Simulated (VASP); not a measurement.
AlFe3:

```xyz
4
Lattice="0.0000 2.8871 2.8871 2.8871 0.0000 2.8871 2.8871 2.8871 0.0000" Properties=species:S:1:pos:R:3 pbc="T T T"
Al    0.0000    0.0000    0.0000
Fe    2.8871    2.8871    2.8871
Fe    1.4436    1.4436    1.4436
Fe    4.3307    4.3307    4.3307
```

* Program: VASP 6.6.1
* Task: relaxation of cell and atoms
* Functional: PBEsol
* Potentials or basis: VASP PAW PBE potentials, release 64 (Al, Fe)
* Cutoff: 600 eV
* k mesh: 6 × 6 × 6
* Occupations: gaussian, width 0.1 eV
* Spin: collinear spin, ferromagnetic start
* Starting moments: [0.0, 2.65, 2.19, 2.19] μB

At the start: pressure -9.4 GPa; volume 12.03 Å³/atom.

**Question.** Where does the relaxation end?

**Answer.** Over 3 steps the energy falls by 20.4 meV/atom and the volume is 11.40 Å³/atom (-5.3 %); space group Fm-3m (No. 225, to 0.1 Å) before and after; moment 5.96 μB per cell.

Step by step:
```csv
step,energy change (eV),largest force (eV/Å),pressure (GPa),volume (Å³)
1,0.0000,0.0000,-9.42,48.13
2,-0.0177,0.0000,8.60,43.37
3,-0.0818,0.0000,-0.20,45.58
```

Final structure:
```yaml
crystal:
  lattice:
    - [0.00000, 2.83528, 2.83528]
    - [2.83528, 0.00000, 2.83528]
    - [2.83528, 2.83528, 0.00000]
  atoms:
    - { symbol: Al, position: [0.00000, 0.00000, 0.00000] }
    - { symbol: Fe, position: [0.50000, 0.50000, 0.50000] }
    - { symbol: Fe, position: [0.25000, 0.25000, 0.25000] }
    - { symbol: Fe, position: [0.75000, 0.75000, 0.75000] }
```

Caveat: the PAW data sets were made with another functional, which shifts forces and pressure a little.
